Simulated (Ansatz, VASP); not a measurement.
Sn2Ir: VASP beside Ansatz

INCAR

```
PREC = Accurate
ENCUT = 520
EDIFF = 1E-8
ISMEAR = -1
SIGMA = 0.03
LREAL = False
LASPH = True
NELM = 60
ALGO = Normal
ISIF = 2
LWAVE = False
LCHARG = False
GGA = CA
LEFG = True
NBANDS = 26
```

The input KPOINTS:

```
regular mesh
0
Gamma
  10 10 10
```

Contents of POSCAR:

```
Sn2Ir
1.0
    0.0000000000      3.1690000000      3.2006900000
    3.1690000000      0.0000000000      3.2006900000
    3.1690000000      3.1690000000      0.0000000000
Sn Ir
2 1
Direct
    0.2500000000      0.2500000000      0.2500000000
    0.7500000000      0.7500000000      0.7500000000
    0.0000000000      0.0000000000      0.0000000000
```

Input for Ansatz:

```yaml
crystal:
  lattice:
    - [0.0, 3.169, 3.20069]
    - [3.169, 0.0, 3.20069]
    - [3.169, 3.169, 0.0]
  atoms:
    - { symbol: Sn, position: [0.25, 0.25, 0.25] }
    - { symbol: Sn, position: [0.75, 0.75, 0.75] }
    - { symbol: Ir, position: [0.0, 0.0, 0.0] }
kpoints:
  mp_grid: { grid: [10, 10, 10] }
scf:
  occupations: { method: fermi_dirac, width: 0.03 }
hamiltonian:
  xc: lda
  pseudopotentials: { kind: all_electron, datasets: crystal }
output:
  forces: true
  stress: true
  eigenvalues: true
  efg: { contact_densities: true }
```

Change from the starting cell: zz strain of +1 %, crystal datasets.

Alike in both runs: task electric field gradients; functional LDA; k mesh 10 × 10 × 10; occupations fermi-dirac, width 0.03 eV; no spin polarisation.

```csv
,VASP,Ansatz
version,VASP 6.6.1,Ansatz 0.2.0
potentials or method,"VASP PAW LDA potentials, release 64 (Sn_d, Ir), cutoff 520 eV","all-electron PAW with datasets made for the crystal, scalar-relativistic"
```

```tsv
	VASP	Ansatz	Ansatz less VASP
pressure (GPa)	-3.0	-3.4	-0.33
traceless stress, the component that is largest in VASP (GPa)	-0.46	-0.47	-0.008
size of Vzz on the site where it differs most (V/Å²)	7.7	3.1	-4.57
```

LDA's correlation is that of Perdew and Zunger in VASP and of Perdew and Wang (1992) in Ansatz. Ansatz ran all-electron here, and VASP with PAW potentials.

Spin-orbit coupling is off throughout.
